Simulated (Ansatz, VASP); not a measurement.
## One calculation of CuI, two programs

Contents of INCAR:

```
ALGO = Normal
EDIFF = 1E-7
ENCUT = 520
GGA = CA
ISIF = 2
ISMEAR = -1
LASPH = True
LCHARG = False
LREAL = False
LWAVE = False
NBANDS = 26
NELM = 60
PREC = Accurate
SIGMA = 0.05
```

KPOINTS

```
k-points
0
Gamma
  7 7 4
```

The input POSCAR:

```
CuI
1.0
    4.0901961900      0.0000000000      0.0000000000
    0.0000000000      4.0901961900      0.0000000000
    0.0000000000      0.0000000000      6.5514580400
I Cu
2 2
Direct
    0.0000000000      0.5000000000      0.7430343600
    0.5000000000      0.0000000000      0.2569656400
    0.0000000000      0.0000000000      0.0000000000
    0.5000000000      0.5000000000      0.0000000000
```

Contents of input.yaml:

```yaml
crystal:
  lattice:
    - [4.09019619, 0.0, 0.0]
    - [0.0, 4.09019619, 0.0]
    - [0.0, 0.0, 6.55145804]
  atoms:
    - { symbol: I, position: [0.0, 0.5, 0.74303436] }
    - { symbol: I, position: [0.5, 0.0, 0.25696564] }
    - { symbol: Cu, position: [0.0, 0.0, 0.0] }
    - { symbol: Cu, position: [0.5, 0.5, 0.0] }
kpoints:
  mp_grid: { grid: [7, 7, 4] }
scf:
  occupations: { method: fermi_dirac, width: 0.05 }
hamiltonian:
  xc: lda
  pseudopotentials: { kind: all_electron, lapw: { basis_error: 0.002 } }
output:
  forces: true
  stress: true
  eigenvalues: true
```

Alike in both runs: task single point; functional LDA; k mesh 7 × 7 × 4; occupations fermi-dirac, width 0.05 eV; no spin polarisation.

|  | VASP | Ansatz |
| --- | --- | --- |
| version | VASP 6.6.1 | Ansatz 0.2.0 |
| potentials or method | VASP PAW LDA potentials, release 64 (I, Cu), cutoff 520 eV | all-electron LAPW, scalar-relativistic |

Ansatz gave:

```
gap on the k mesh at the Fermi level (eV)                     : 1.41
least direct gap on the mesh (eV)                             : 1.41
pressure (GPa)                                                : -3.6
traceless stress, the component that is largest in VASP (GPa) : 0.14
rms of the force components (eV/Å)                            : 0.200
```

Q: Estimate VASP's values.

A: gap on the k mesh at the Fermi level (eV): 1.45; least direct gap on the mesh (eV): 1.45; pressure (GPa): -3.5; traceless stress, the component that is largest in VASP (GPa): 0.11; rms of the force components (eV/Å): 0.193.

LDA's correlation is that of Perdew and Zunger in VASP and of Perdew and Wang (1992) in Ansatz. Atom by atom the forces differ by 0.007 eV/Å (rms over components). Ansatz ran all-electron here, and VASP with PAW potentials.

Spin-orbit coupling is off throughout.
